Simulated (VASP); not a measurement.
# GaP (F-43m) in VASP: single point with PBEsol+D4

Aim: the single point of GaP with PBEsol+D4.

Program: VASP 6.6.1. These are calculated values, not measurements. Logs are shortened: lines on timing, memory, paths and dates and some standing lists are left out, and cuts for length are marked.

**What was measured.**

From “Stacking defects in GaP nanowires: Electronic structure and optical properties”, 2018, arxiv:1810.01194, for a bulk crystal of GaP at 10 K: band gap 2.34 eV (indirect).

The runs below are set against these values where they give the same quantity.

## Step 1: The cell of the first run

Symmetry: F-43m, No. 216, cubic system. Conventional cell: a = 5.451 Å, b = 5.451 Å, c = 5.451 Å, α = 90.00°, β = 90.00°, γ = 90.00°. Within 3.1 Å of Ga (site symmetry -43m) lie 4 P at 2.36 Å. P (site symmetry -43m) has 4 Ga at 2.36 Å within 3.1 Å.

## Step 2: Single point, PBEsol+D4

File INCAR:

```
PREC = Accurate
ENCUT = 520
EDIFF = 1E-7
ISMEAR = -1
SIGMA = 0.02
LREAL = False
LASPH = True
NELM = 80
ALGO = Normal
ISIF = 2
LWAVE = False
LCHARG = False
GGA = PS
IVDW = 13
NBANDS = 16
```

File KPOINTS:

```
regular mesh
0
Gamma
  6 6 6
```

File POSCAR:

```
GaP
1.0
    3.8540860000      0.0000000000      0.0000000000
    1.9270430000      3.3377363844      0.0000000000
    1.9270430000      1.1125787948      3.1468480416
Ga P
1 1
Direct
    0.0000000000      0.0000000000      0.0000000000
    0.2500000000      0.2500000000      0.2500000000
```

Potentials or basis: VASP PAW PBE potentials, release 64 (Ga_d, P).

Launch:

```bash
> cat potpaw_PBE.64/Ga_d/POTCAR potpaw_PBE.64/P/POTCAR > POTCAR
> mpirun -np 1 vasp_std > vasp.out
```

OUTCAR:

```text
PREC = Accurate
   ENCUT = 520
   EDIFF = 1E-7
   ISMEAR = -1
   LREAL = False
   LASPH = True
   NELM = 80
   ISIF = 2
   GGA = PS
   IVDW = 13

 ion  position               nearest neighbor table
   1  0.000  0.000  0.000-   2 2.36   2 2.36   2 2.36   2 2.36
   2  0.250  0.250  0.250-   1 2.36   1 2.36   1 2.36   1 2.36

  LATTYP: Found a face centered cubic cell.
 ALAT       =     5.4505006918

  Lattice vectors:

 A1 = (   3.8540860000,   0.0000000000,   0.0000000000)
 A2 = (   1.9270430000,   3.3377363844,   0.0000000000)
 A3 = (   1.9270430000,   1.1125787948,   3.1468480416)

Analysis of symmetry for initial positions (statically):
=====================================================================
 Subroutine PRICEL returns:
 Original cell was already a primitive cell.

 Routine SETGRP: Setting up the symmetry group for a
 face centered cubic supercell.

 Subroutine GETGRP returns: Found 24 space group operations
 (whereof 24 operations were pure point group operations)
 out of a pool of 48 trial point group operations.

The static configuration has the point symmetry T_d .

Analysis of symmetry for dynamics (positions and initial velocities):
=====================================================================
 Subroutine PRICEL returns:
 Original cell was already a primitive cell.

 Routine SETGRP: Setting up the symmetry group for a
 face centered cubic supercell.

 Subroutine GETGRP returns: Found 24 space group operations
 (whereof 24 operations were pure point group operations)
 out of a pool of 48 trial point group operations.

The dynamic configuration has the point symmetry T_d .

 Subroutine INISYM returns: Found 24 space group operations
 (whereof 24 operations are pure point group operations),
 and found     1 'primitive' translations

----------------------------------------------------------------------------------------

                                     Primitive cell

  volume of cell :      40.4808

  direct lattice vectors                    reciprocal lattice vectors
     3.854086000  0.000000000  0.000000000     0.259464890 -0.149802124 -0.105926098
     1.927043000  3.337736384  0.000000000     0.000000000  0.299604248 -0.105926098
     1.927043000  1.112578795  3.146848042     0.000000000  0.000000000  0.317778293

  length of vectors
     3.854086000  3.854086000  3.854086000     0.317778293  0.317778293  0.317778293

  position of ions in fractional coordinates (direct lattice)
     0.000000000  0.000000000  0.000000000
     0.250000000  0.250000000  0.250000000

  ion indices of the primitive-cell ions
   primitive index   ion index
                 1           1
                 2           2

----------------------------------------------------------------------------------------

 KPOINTS: regular mesh

Automatic generation of k-mesh.
 Grid dimensions read from file:
 generate k-points for:    6    6    6

 Generating k-lattice:

  Cartesian coordinates                     Fractional coordinates (reciprocal lattice)
     0.043244148 -0.024967021 -0.017654350     0.166666667  0.000000000  0.000000000
     0.000000000  0.049934041 -0.017654350     0.000000000  0.166666667  0.000000000
     0.000000000  0.000000000  0.052963049     0.000000000  0.000000000  0.166666667

  Length of vectors
     0.052963049  0.052963049  0.052963049

  Shift w.r.t. Gamma in fractional coordinates (k-lattice)
     0.000000000  0.000000000  0.000000000

 Subroutine IBZKPT returns following result:
 ===========================================

 Found     16 irreducible k-points:

 Following reciprocal coordinates:
            Coordinates               Weight
  0.000000  0.000000  0.000000      1.000000
  0.166667 -0.000000 -0.000000      8.000000
  0.333333  0.000000 -0.000000      8.000000
  0.500000  0.000000 -0.000000      4.000000
  0.166667  0.166667 -0.000000      6.000000
  0.333333  0.166667 -0.000000     24.000000
[... 8 lines left out ...]
 -0.333333  0.333333  0.166667     24.000000
 -0.333333  0.500000  0.166667     12.000000
   k-points           NKPTS =     16   k-points in BZ     NKDIM =     16   number of bands    NBANDS=     16
   number of dos      NEDOS =    301   number of ions     NIONS =      2
   total plane-waves  NPLWV =  27000
   dimension x,y,z NGX =    30 NGY =   30 NGZ =   30
   dimension x,y,z NGXF=    60 NGYF=   60 NGZF=   60
   ions per type =               1   1
   NGX,Y,Z   is equivalent  to a cutoff of  12.94, 12.94, 12.94 a.u.
   NGXF,Y,Z  is equivalent  to a cutoff of  25.88, 25.88, 25.88 a.u.
 SYSTEM =  unknown system
   PREC   = accura    normal or accurate (medium, high low for compatibility)
   ISTART =      0    job   : 0-new  1-cont  2-samecut
   ICHARG =      2    charge: 1-file 2-atom 10-const
   ISPIN  =      1    spin polarized calculation?
   LNONCOLLINEAR =      F non collinear calculations
   LSORBIT =      F    spin-orbit coupling
   LASPH  =      T    aspherical Exc in radial PAW
   ENCUT  =  520.0 eV  38.22 Ry    6.18 a.u.   7.17  7.17  7.17*2*pi/ulx,y,z
   NELM   =     80;   NELMIN=  2; NELMDL= -5     # of ELM steps
   EDIFF  = 0.1E-06   stopping-criterion for ELM
   LREAL  =      F    real-space projection
   EDIFFG = 0.1E-05   stopping-criterion for IOM
   NSW    =      0    number of steps for IOM
   IBRION =     -1    ionic relax: 0-MD 1-quasi-New 2-CG
   NFREE  =      0    steps in history (QN), initial steepest desc. (CG)
   ISIF   =      2    stress and relaxation
   ISYM   =      2    0-nonsym 1-usesym 2-fastsym
   POTIM  = 0.5000    time-step for ionic-motion
   TEBEG  =    0.0;   TEEND  =   0.0 temperature during run
   PSTRESS=    0.0 pullay stress
   NELECT =      18.0000    total number of electrons
   NUPDOWN=      -1.0000    fix difference up-down
   EMIN   =  10.00;   EMAX   =-10.00  energy-range for DOS
   EFERMI =   0.00;   METHOD = LEGACY
   ISMEAR =    -1;   SIGMA  =   0.02  broadening in eV -4-tet -1-fermi 0-gaus
   EFERMI_NEDOS =   21; number of points for ismear=-14 and -15
   IALGO  =     38    algorithm
   IMIX   =      4    mixing-type and parameters
     AMIX     =   0.40;   BMIX     =  1.00
     AMIX_MAG =   1.60;   BMIX_MAG =  1.00
  volume/ion in A,a.u.               =      20.24       136.59
  Fermi-wavevector in a.u.,A,eV,Ry     =   1.249537  2.361283 21.243371  1.561344
  Thomas-Fermi vector in A             =   2.383573
   LORBIT       =      0    0 simple, 1 ext, 2 COOP (PROOUT), +10 PAW based schemes
   GGA     = PS    functional components
   LHFCALC =     F    Hartree Fock is set to
   AEXX    =    0.0000 exact exchange contribution
   IVDW    =    13    specifies the selected vdW correction
   LEPSILON=     F    determine dielectric tensor
   LRPA    =     F    only Hartree local field effects (RPA)
 non-spin polarized calculation
  energy-cutoff  :      520.00
  volume of cell :       40.48
 maximum number of plane-waves:      1113
 NGX is ok and might be reduce to    30
   NGX = 15   NGY = 15   NGZ = 15

 number of electron      17.9999989 magnetization

 Free energy of the ion-electron system (eV)
  ---------------------------------------------------
  ext. energy  EPLUGINS =         0.00000000
  ---------------------------------------------------
  free energy    TOTEN  =        -9.90569298 eV

  energy without entropy =       -9.90569298  energy(sigma->0) =       -9.90569298

 E-fermi :   5.0211     XC(G=0): -10.0185

 val. band max:        4.5756321813   @ k =   0.0000   0.0000   0.0000
 cond. band min:       6.0876213885   @ k =   0.5000   0.5000  -0.0000
 fundamental gap:      1.5119892072
 Fermi energy:         5.0210588133

 k-point     1 :       0.0000    0.0000    0.0000
  band No.  band energies     occupation
      1      -9.9728      2.00000
      2      -9.9728      2.00000
      3      -9.9728      2.00000
      4      -9.8723      2.00000
      5      -9.8723      2.00000
      6      -7.9499      2.00000
[... 8 lines left out ...]
     15      14.3434      0.00000
     16      14.3434      0.00000

 k-point     2 :       0.1667   -0.0000   -0.0000
  band No.  band energies     occupation
      1      -9.9959      2.00000
      2      -9.9649      2.00000
      3      -9.9649      2.00000
      4      -9.8722      2.00000
      5      -9.8722      2.00000
      6      -7.5913      2.00000
[... 8 lines left out ...]
     15      13.4818      0.00000
     16      14.4176      0.00000

 k-point     3 :       0.3333    0.0000   -0.0000
  band No.  band energies     occupation
      1     -10.0365      2.00000
      2      -9.9522      2.00000
      3      -9.9522      2.00000
      4      -9.8687      2.00000
      5      -9.8687      2.00000
      6      -6.6351      2.00000
[... 8 lines left out ...]
     15      14.1635      0.00000
     16      14.1635      0.00000

 k-point     4 :       0.5000    0.0000   -0.0000
  band No.  band energies     occupation
      1     -10.0549      2.00000
      2      -9.9478      2.00000
      3      -9.9478      2.00000
      4      -9.8649      2.00000
      5      -9.8649      2.00000
      6      -5.8585      2.00000
[... 8 lines left out ...]
     15      16.2398      0.00000
     16      16.2398      0.00000
[... 172 lines left out ...]
 k-point    14 :       0.5000    0.3333    0.1667
  band No.  band energies     occupation
      1     -10.0598      2.00000
      2      -9.9382      2.00000
      3      -9.9269      2.00000
      4      -9.8868      2.00000
      5      -9.8614      2.00000
      6      -5.8508      2.00000
[... 8 lines left out ...]
     15      16.3119      0.00000
     16      17.8028      0.00000

 k-point    15 :      -0.3333    0.3333    0.1667
  band No.  band energies     occupation
      1     -10.0658      2.00000
      2      -9.9383      2.00000
      3      -9.9201      2.00000
      4      -9.8834      2.00000
      5      -9.8646      2.00000
      6      -5.1851      2.00000
[... 8 lines left out ...]
     15      16.9855      0.00000
     16      17.2874      0.00000

 k-point    16 :      -0.3333    0.5000    0.1667
  band No.  band energies     occupation
      1     -10.0767      2.00000
      2      -9.9268      2.00000
      3      -9.9122      2.00000
      4      -9.8933      2.00000
      5      -9.8590      2.00000
      6      -4.8747      2.00000
[... 8 lines left out ...]
     15      16.4625      0.00000
     16      18.1587      0.00000

------------------------ aborting loop because EDIFF is reached ----------------------------------------

  DFT-D4 for vdW energy calculation

  Edisp (eV):   -0.47393

  FORCE on cell =-STRESS in cart. coord.  units (eV):
  Direction    XX          YY          ZZ          XY          YZ          ZX
  --------------------------------------------------------------------------------------
  -------------------------------------------------------------------------------------
  Total      -0.58743    -0.58743    -0.58743     0.00000    -0.00000     0.00000
  in kB     -23.24960   -23.24960   -23.24960     0.00000    -0.00000     0.00000
  external pressure =      -23.25 kB  Pullay stress =        0.00 kB

 VOLUME and BASIS-vectors are now :
 -----------------------------------------------------------------------------
  energy-cutoff  :      520.00
  volume of cell :       40.48
      direct lattice vectors                 reciprocal lattice vectors
     3.854086000  0.000000000  0.000000000     0.259464890 -0.149802124 -0.105926098
     1.927043000  3.337736384  0.000000000     0.000000000  0.299604248 -0.105926098
     1.927043000  1.112578795  3.146848042     0.000000000  0.000000000  0.317778293

 POSITION                                       TOTAL-FORCE (eV/Angst)
 -----------------------------------------------------------------------------------
      0.00000      0.00000      0.00000        -0.000000     -0.000000     -0.000000
      1.92704      1.11258      0.78671         0.000000      0.000000      0.000000
 -----------------------------------------------------------------------------------
    total drift:                                0.000001      0.000000      0.000000

  FREE ENERGIE OF THE ION-ELECTRON SYSTEM (eV)
  ---------------------------------------------------
  free  energy   TOTEN  =       -10.3796226748 eV

  energy  without entropy=      -10.3796226748  energy(sigma->0) =      -10.37962267
```

Wall time 13 s (1 thread of Intel Xeon Platinum 8375C at 2.90GHz (Ice Lake), shared host); peak memory 0.16 GiB.

What came out:

```yaml
Free_energy: -10.3796 eV
Pressure: -2.3 GPa
Band_gap_on_the_k_mesh: 1.51 eV, indirect (least direct gap 1.75 eV)
Dispersion_energy_per_atom: -0.237 eV
```

Caveat: the PAW data sets were made with another functional, which shifts forces and pressure a little.

## Step 3: How close it comes

Step 2. Measured gap of GaP: 2.34 eV (indirect; 10 K; quoted in “Stacking defects in GaP nanowires: Electronic structure and optical properties”, 2018, arxiv:1810.01194). This calculation gives 1.51 eV (-0.83 eV). Spin-orbit coupling on Ga is left out. The value is that of PBEsol+D4 on a finite k mesh, which can miss the band edges, without temperature or zero-point motion. Semilocal functionals fall short of measured gaps as a rule.
